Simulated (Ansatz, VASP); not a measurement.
Hf in VASP and in Ansatz

```
Hf
1.0
     3.25940    0.00000    0.00000
    -1.62970    2.82272    0.00000
     0.00000    0.00000    5.15700
Hf
2
Direct
  0.66667 0.33333 0.75000
  0.33333 0.66667 0.25000
```

Change from the starting cell: volume scaled by 1.06.

Alike in both runs: task single point; functional LDA; k mesh 10 × 10 × 5; occupations fermi-dirac, width 0.05 eV; no spin polarisation.

|  | VASP | Ansatz |
| --- | --- | --- |
| version | VASP 6.6.1 | Ansatz 0.2.0 |
| potentials or method | VASP PAW LDA potentials, release 64 (Hf_pv), cutoff 520 eV | all-electron LAPW, scalar-relativistic |

|  | VASP | Ansatz | Ansatz less VASP |
| --- | --- | --- | --- |
| gap on the k mesh at the Fermi level (eV) | none | none | - |
| pressure (GPa) | -12.7 | -12.6 | +0.05 |
| traceless stress, the component that is largest in VASP (GPa) | -0.49 | -0.49 | +0.003 |

LDA's correlation is that of Perdew and Zunger in VASP and of Perdew and Wang (1992) in Ansatz. A gap of «none» marks a metal or a gap that the smearing closes. Ansatz ran all-electron here, and VASP with PAW potentials.

Spin-orbit coupling is off throughout.
